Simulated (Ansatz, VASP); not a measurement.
**ZnIn2Cl4 in VASP and in Ansatz**

```
CELL_PARAMETERS angstrom
-3.72328 3.72328 4.09820
3.72328 -3.72328 4.09820
3.72328 3.72328 -4.09820
ATOMIC_POSITIONS crystal
Zn 0.00000 0.00000 0.00000
In 0.75000 0.25000 0.50000
In 0.25000 0.75000 0.50000
Cl 0.22402 0.22402 0.44805
Cl 0.22402 0.77598 0.00000
Cl 0.77598 0.77598 0.55195
Cl 0.77598 0.22402 0.00000
```

Change from the starting cell: relaxed end of: species swapped into the Na2H4Pt type (I4/mmm, No. 139).

Alike in both runs: functional PBE; k mesh 6 × 6 × 6; occupations gaussian, width 0.02 eV; no spin polarisation.

Ansatz relaxed the structure, and its values are those at the end. VASP's run is a single point on that final structure, the one shown.

|  | VASP | Ansatz |
| --- | --- | --- |
| version | VASP 6.6.1 | Ansatz 0.2.0 |
| potentials or method | VASP PAW PBE potentials, release 64 (Zn, In_d, Cl), cutoff 520 eV | scalar-relativistic, plane waves, PAW |
| valence electrons in the cell | 66 | 66 |

Ansatz gave:

- gap on the k mesh at the Fermi level (eV): 2.25
- least direct gap on the mesh (eV): 2.25
- pressure (GPa): 0.0
- rms of the force components (eV/Å): 0.002

**Question.** Which values does VASP return?

**Answer.** gap on the k mesh at the Fermi level (eV): 2.25; least direct gap on the mesh (eV): 2.25; pressure (GPa): 0.0; rms of the force components (eV/Å): 0.005.
